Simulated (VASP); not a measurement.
Write the native input for VASP 6.6.1 that does the following.

```
Task                               : single point
Functional                         : r2SCAN0
Potentials or basis                : VASP PAW PBE potentials, release 64 (Ir_sv_GW)
Cutoff                             : 460 eV
k mesh                             : 6 × 6 × 6
Occupations                        : fermi-dirac, width 0.05 eV
Spin                               : no spin polarisation
Dipole correction                  : no
Grid for exact exchange (PRECFOCK) : Normal
Further INCAR settings             : ALGO = Normal; EDIFF = 1e-06; NBANDS = 14
Share of exact exchange            : 0.25
```

The system is Ir.

```
Ir
1.0
     0.00000    1.91560    1.91560
     1.91560    0.00000    1.91560
     1.91560    1.91560    0.00000
Ir
1
Cartesian
  0.0000 0.0000 0.0000
```

The input as run:

POSCAR

```
Ir
1.0
    0.0000000000      1.9156000000      1.9156000000
    1.9156000000      0.0000000000      1.9156000000
    1.9156000000      1.9156000000      0.0000000000
Ir
1
Direct
    0.0000000000      0.0000000000      0.0000000000
```

INCAR.step1

```
SYSTEM = Ir
PREC     = Accurate       ! precision mode
ENCUT    = 460            ! plane-wave cutoff, eV
EDIFF    = 1E-5           ! SCF threshold, eV
ISMEAR   = -1             ! smearing method
SIGMA    = 0.05           ! smearing width, eV
LREAL    = .FALSE.        ! projectors in reciprocal space
LASPH    = .TRUE.         ! aspherical terms in the spheres
NELM     = 120            ! most SCF steps
ALGO     = Normal         ! electronic algorithm
ISIF     = 2              ! what is computed and relaxed
LWAVE    = .TRUE.         ! write WAVECAR
LCHARG   = .FALSE.        ! write CHGCAR
GGA      = PE             ! functional
NBANDS   = 14             ! bands
GGA_COMPAT= .FALSE.
```

INCAR.step2

```
SYSTEM = Ir
PREC     = Accurate       ! precision mode
ENCUT    = 460            ! plane-wave cutoff, eV
EDIFF    = 1E-6           ! SCF threshold, eV
ISMEAR   = -1             ! smearing method
SIGMA    = 0.05           ! smearing width, eV
LREAL    = .FALSE.        ! projectors in reciprocal space
LASPH    = .TRUE.         ! aspherical terms in the spheres
NELM     = 120            ! most SCF steps
ALGO     = Normal         ! electronic algorithm
ISIF     = 2              ! what is computed and relaxed
LWAVE    = .FALSE.        ! write WAVECAR
LCHARG   = .FALSE.        ! write CHGCAR
METAGGA  = R2SCAN         ! meta-GGA
LHFCALC  = .TRUE.         ! exact exchange
AEXX     = 0.25           ! exact-exchange fraction
LMIXTAU  = .TRUE.       
PRECFOCK = Normal       
ISTART   = 1            
NBANDS   = 14             ! bands
GGA_COMPAT= .FALSE.
```

KPOINTS

```
Automatic mesh
0
G
  6 6 6
  0 0 0
```

Potentials or basis: VASP PAW PBE potentials, release 64 (Ir_sv_GW).

Command:

```bash
$ cat potpaw_PBE.64/Ir_sv_GW/POTCAR > POTCAR
$ cp INCAR.step1 INCAR
$ mpirun -np 1 vasp_std > vasp.out
$ cp INCAR.step2 INCAR
$ mpirun -np 1 vasp_std > vasp.out
```

Results of the run:

```
Pressure               : -9.0 GPa
Band gap on the k mesh : zero (an odd number of electrons rules out a gap without spin polarisation)
```

Caveat: the k points lie up to 0.47 Å⁻¹ apart, too coarse for converged energies and pressures of a metal; the PAW data sets were made with another functional, which shifts forces and pressure a little; spin-orbit coupling is left out, which moves the levels of the heavy elements.

It took 11 min on 1 thread of AMD EPYC 7R13 Processor (Zen 3), with other jobs on the host, peak memory 0.11 GiB.
